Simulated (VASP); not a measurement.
Set up this calculation in VASP 6.6.1, as the native input.

- Task: single point
- Functional: PBE-based screened hybrid with 15 % exact exchange
- Potentials or basis: VASP PAW PBE potentials, release 64 (Si, O)
- Cutoff: 520 eV
- k mesh: 5 × 5 × 5
- Occupations: fermi-dirac, width 0.05 eV
- Spin: no spin polarisation
- Dipole correction: no
- Grid for exact exchange (PRECFOCK): Normal
- Share of exact exchange: 0.15
- Further INCAR settings: ALGO = Normal; EDIFF = 1e-06; NBANDS = 12
- Screening parameter: 0.20787 1/Å

SiO:

```
Si O
1.0
     0.00000    2.43364    2.43364
     2.43364    0.00000    2.43364
     2.43364    2.43364    0.00000
Si O
1 1
Direct
  0.75000 0.75000 0.75000
  0.00000 0.00000 0.00000
```

The input as run:

POSCAR

```
SiO
1.0
    0.0000000000      2.4336400000      2.4336400000
    2.4336400000      0.0000000000      2.4336400000
    2.4336400000      2.4336400000      0.0000000000
Si O
1 1
Direct
    0.7500000000      0.7500000000      0.7500000000
    0.0000000000      0.0000000000      0.0000000000
```

INCAR.step1

```
SYSTEM = SiO
  PREC = Accurate
  ENCUT = 520
  EDIFF = 1E-5
  ISMEAR = -1
  SIGMA = 0.05
  LREAL = .FALSE.
  LASPH = .TRUE.
  NELM = 80
  ALGO = Normal
  ISIF = 2
  LWAVE = .TRUE.
  LCHARG = .FALSE.
  NBANDS = 12
  GGA = PE
```

INCAR.step2

```
SYSTEM = SiO
  PREC = Accurate
  ENCUT = 520
  EDIFF = 1E-6
  ISMEAR = -1
  SIGMA = 0.05
  LREAL = .FALSE.
  LASPH = .TRUE.
  NELM = 80
  ALGO = Normal
  ISIF = 2
  LWAVE = .FALSE.
  LCHARG = .FALSE.
  GGA = PE
  LHFCALC = .TRUE.
  AEXX = 0.15
  HFSCREEN = 0.2078699
  PRECFOCK = Normal
  NBANDS = 12
  ISTART = 1
```

KPOINTS

```
Automatic mesh
0
G
  5 5 5
  0 0 0
```

Potentials or basis: VASP PAW PBE potentials, release 64 (Si, O).

Command:

```bash
$ cat potpaw_PBE.64/Si/POTCAR potpaw_PBE.64/O/POTCAR > POTCAR
$ cp INCAR.step1 INCAR
$ mpirun -np 1 vasp_std > vasp.out
$ cp INCAR.step2 INCAR
$ mpirun -np 1 vasp_std > vasp.out
```

It gave:

* Pressure: -0.6 GPa
* Band gap on the k mesh: 0.19 eV (least direct gap 1.05 eV)

Caveat: the k points lie up to 0.45 Å⁻¹ apart; the PAW data sets were made with another functional, which shifts forces and pressure a little; an odd mesh through Γ misses points on the zone boundary, where band edges can lie.

Wall time 3.5 min on 1 thread of Intel(R) Xeon(R) Platinum 8259CL CPU @ 2.50GHz (Skylake/Cascade Lake), with other jobs on the host, peak memory 0.25 GiB.
